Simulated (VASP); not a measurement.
Write the native input for VASP 6.6.1 that does the following.

```yaml
Task: single point
Functional: PBEsol
Potentials_or_basis: VASP PAW PBE potentials, release 64 (Ga_d, N)
Cutoff: 520 eV
k_mesh: 8 × 8 × 4
Occupations: gaussian, width 0.01 eV
Spin: no spin polarisation
Dipole_correction: no
Further_INCAR_settings: ALGO = Normal; EDIFF = 1e-06; NBANDS = 26
```

The structure of GaN lies in POSCAR:

```
GaN
1.0
    3.1321802232      0.0000000000      0.0000000000
   -1.5660901116      2.7125476425      0.0000000000
    0.0000000000      0.0000000000      5.1039001796
Ga N
2 2
Direct
    0.3333333333      0.6666666667     -0.0007207685
    0.6666666667      0.3333333333      0.4992792315
    0.3333333333      0.6666666667      0.3757207685
    0.6666666667      0.3333333333      0.8757207685
```

One way to write it, as run:

INCAR

```
PREC     = Accurate       # precision mode
ENCUT    = 520            # plane-wave cutoff, eV
EDIFF    = 1E-6           # SCF threshold, eV
ISMEAR   = 0              # smearing method
SIGMA    = 0.01           # smearing width, eV
LREAL    = False          # projectors in reciprocal space
LASPH    = True           # aspherical terms in the spheres
NELM     = 60             # most SCF steps
ALGO     = Normal         # electronic algorithm
ISIF     = 2              # what is computed and relaxed
LWAVE    = False          # write WAVECAR
LCHARG   = False          # write CHGCAR
GGA      = PS             # functional
NBANDS   = 26             # bands
```

KPOINTS

```
Automatic mesh
0
Gamma
  8 8 4
```

Potentials or basis: VASP PAW PBE potentials, release 64 (Ga_d, N).

The run is started by

```bash
$ cat potpaw_PBE.64/Ga_d/POTCAR potpaw_PBE.64/N/POTCAR > POTCAR
$ mpirun -np 1 vasp_std > vasp.out
```

Results of the run:

| Quantity | Value |
| --- | --- |
| Pressure | 9.7 GPa |
| Band gap on the k mesh | 2.21 eV |

Caveat: the cell stands under pressure; the PAW data sets were made with another functional, which shifts forces and pressure a little.

Run time: 31 s on 1 thread of Intel(R) Xeon(R) Platinum 8488C (Sapphire Rapids), on a shared host, peak memory 0.16 GiB.
